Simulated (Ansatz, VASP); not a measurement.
InO in VASP and in Ansatz

The input INCAR:

```
SYSTEM = InO
  PREC = Accurate
  ENCUT = 520
  EDIFF = 1E-6
  ISMEAR = 0
  SIGMA = 0.03
  LREAL = .False.
  LASPH = .True.
  NELM = 100
  ALGO = Normal
  ISIF = 2
  LWAVE = .False.
  LCHARG = .False.
  GGA = CA
  NBANDS = 27
```

KPOINTS

```
Automatic mesh
0
Gamma
  12 12 2
  0 0 0
```

The input POSCAR:

```
InO
1.0
    3.6262944914      0.0000000000      0.0000000000
   -1.8131472457      3.1404631511      0.0000000000
    0.0000000000      0.0000000000     16.2740275000
In O
2 2
Direct
    0.6666666667      0.3333333333      0.5900210000
    0.6666666667      0.3333333333      0.4099790000
    0.0000000000      0.0000000000      0.6398670000
    0.0000000000      0.0000000000      0.3601330000
```

Input for Ansatz:

```yaml
crystal:
  lattice:
    - [3.6262944914, 0.0, 0.0]
    - [-1.8131472457, 3.1404631511, 0.0]
    - [0.0, 0.0, 16.2740275]
  atoms:
    - { symbol: In, position: [0.6666666667, 0.3333333333, 0.590021] }
    - { symbol: In, position: [0.6666666667, 0.3333333333, 0.409979] }
    - { symbol: O, position: [0.0, 0.0, 0.639867] }
    - { symbol: O, position: [0.0, 0.0, 0.360133] }
basis:
  ecutwfc: 420
kpoints:
  mp_grid: { grid: [12, 12, 2] }
hamiltonian:
  xc: lda
scf:
  occupations: { method: gaussian, width: 0.03 }
output:
  forces: true
  stress: true
  eigenvalues: true
```

Change from the starting cell: strain +0.050 along x and y, +0.025 along z, atoms carried along.

Alike in both runs: task single point; functional LDA; k mesh 12 × 12 × 2; occupations gaussian, width 0.03 eV; no spin polarisation.

```csv
,VASP,Ansatz
version,VASP 6.6.1,Ansatz 0.2.0
potentials or method,"VASP PAW LDA potentials, release 64 (In_d, O), cutoff 520 eV","scalar-relativistic, plane waves, PAW"
valence electrons in the cell,38,38
```

Ansatz gave:

| Property | Result |
| --- | --- |
| gap on the k mesh at the Fermi level (eV) | 0.21 |
| least direct gap on the mesh (eV) | 0.64 |
| rms of the force components (eV/Å) | 0.589 |

Q: What did VASP give for the same quantities?

A: gap on the k mesh at the Fermi level (eV): 0.21; least direct gap on the mesh (eV): 0.64; rms of the force components (eV/Å): 0.577.

LDA's correlation is that of Perdew and Zunger in VASP and of Perdew and Wang (1992) in Ansatz. Atom by atom the forces differ by 0.012 eV/Å (rms over components).
